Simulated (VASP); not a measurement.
Here is a VASP 6.6.1 calculation.

Contents of INCAR:

```
PREC = Accurate
ENCUT = 600
EDIFF = 1E-6
ISMEAR = 0
SIGMA = 0.1
LREAL = False
LASPH = True
NELM = 100
ALGO = Normal
ISIF = 3
LWAVE = False
LCHARG = False
GGA = PE
IBRION = 2
NSW = 90
EDIFFG = -0.04
```

The input KPOINTS:

```
Automatic mesh
0
Gamma
  4 4 4
```

File POSCAR:

```
Ge3Pd
1.0
    4.2298049500      0.0000000000      0.0000000000
    0.0000000000      4.2298049500      0.0000000000
    0.0000000000      0.0000000000      4.2298049500
Ge Pd
3 1
Direct
    0.0000000000      0.5000000000      0.5000000000
    0.5000000000      0.0000000000      0.5000000000
    0.5000000000      0.5000000000      0.0000000000
    0.0000000000      0.0000000000      0.0000000000
```

Potentials or basis: VASP PAW PBE potentials, release 64 (Ge_d, Pd).

Launch:

```bash
$ cat potpaw_PBE.64/Ge_d/POTCAR potpaw_PBE.64/Pd/POTCAR > POTCAR
$ mpirun -np 1 vasp_std > vasp.out
```

(1) What does it give for the space group after relaxing (to 0.1 Å)?

(2) What does it give for the relaxed cell?

(3) What does it give for the relaxed volume?

Answers

(1) Pm-3m (No. 221).

(2) a = 4.138 Å, b = 4.138 Å, c = 4.138 Å, α = 90.00°, β = 90.00°, γ = 90.00°.

(3) 17.72 Å³/atom.

Caveat: the k points lie up to 0.38 Å⁻¹ apart in the final cell, too coarse for converged energies and pressures of a metal.
